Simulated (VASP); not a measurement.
Write the native input for VASP 6.6.1 that does the following.

```yaml
Task: single point
Functional: PBEsol
Potentials_or_basis: VASP PAW PBE potentials, release 64 (La, Ga_d, P)
Cutoff: 520 eV
k_mesh: 6 × 6 × 2
Occupations: fermi-dirac, width 0.03 eV
Spin: no spin polarisation
Dipole_correction: no
Further_INCAR_settings: ALGO = Normal; EDIFF = 1e-07; NBANDS = 34
```

The structure of La2GaP3 lies in POSCAR:

```
La2GaP3
1.0
    4.1350042704      0.0000000000      0.0000000000
    0.0000000000      4.1350042704      0.0000000000
    0.0000000000      0.0000000000      7.6913550275
La Ga P
2 1 3
Direct
    0.0000000000      0.5000000000      0.6901649766
    0.5000000000      0.0000000000      0.3098350234
    0.0000000000      0.0000000000      0.0000000000
    0.5000000000      0.5000000000      0.0000000000
    0.0000000000      0.5000000000      0.3106044253
    0.5000000000      0.0000000000      0.6893955747
```

One way to write it, as run:

INCAR

```
SYSTEM = La2GaP3
PREC = Accurate
ENCUT = 520
EDIFF = 1E-7
ISMEAR = -1
SIGMA = 0.03
LREAL = .FALSE.
LASPH = .TRUE.
NELM = 100
ALGO = Normal
ISIF = 2
LWAVE = .FALSE.
LCHARG = .TRUE.
GGA = PS
LELF = .TRUE.
LVHAR = .TRUE.
NBANDS = 34
```

KPOINTS

```
regular mesh
0
G
  6 6 2
  0 0 0
```

Potentials or basis: VASP PAW PBE potentials, release 64 (La, Ga_d, P).

Command:

```console
$ cat potpaw_PBE.64/La/POTCAR potpaw_PBE.64/Ga_d/POTCAR potpaw_PBE.64/P/POTCAR > POTCAR
$ mpirun -np 1 vasp_std > vasp.out
```

Results of the run:

```json
{
 "Pressure": "0.0 GPa",
 "Largest force": "0.008 eV/Å",
 "Band gap on the k mesh": "zero (bands 25 and 26 overlap by 0.80 eV)"
}
```

Caveat: the k points lie up to 0.41 Å⁻¹ apart, too coarse for converged energies and pressures of a metal; the PAW data sets were made with another functional, which shifts forces and pressure a little; spin-orbit coupling is left out, which moves the levels of the heavy elements.

Run time: 63 s on 1 thread of AMD EPYC 9R45 96-Core Processor (Zen 5), on a shared host, peak memory 0.26 GiB.
